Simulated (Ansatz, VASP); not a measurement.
**One calculation of BP, two programs**

```
B P
1.0
     0.00000    2.17199    2.30126
     2.17199    0.00000    2.30126
     2.17199    2.17199    0.00000
B P
1 1
Direct
  0.00000 0.00000 0.00000
  0.25000 0.25000 0.25000
```

Alike in both runs: task single point; functional PBEsol; k mesh 10 × 10 × 10; no spin polarisation.

|  | VASP | Ansatz |
| --- | --- | --- |
| version | VASP 6.6.1 | Ansatz 0.2.0 |
| potentials or method | VASP PAW PBE potentials, release 64 (B, P), cutoff 500 eV | scalar-relativistic, all-electron LAPW |
| occupations | gaussian, width 0.01 eV | fixed |

Ansatz gave:

```
gap on the k mesh at the Fermi level (eV)                     : 0.59
least direct gap on the mesh (eV)                             : 3.20
pressure (GPa)                                                : 11.5
traceless stress, the component that is largest in VASP (GPa) : -11.62
```

Estimate VASP's values.

gap on the k mesh at the Fermi level (eV): 0.58; least direct gap on the mesh (eV): 3.18; pressure (GPa): 11.7; traceless stress, the component that is largest in VASP (GPa): -11.61.

VASP's potentials were made for PBE, not for PBEsol. Ansatz ran all-electron here, and VASP with PAW potentials.
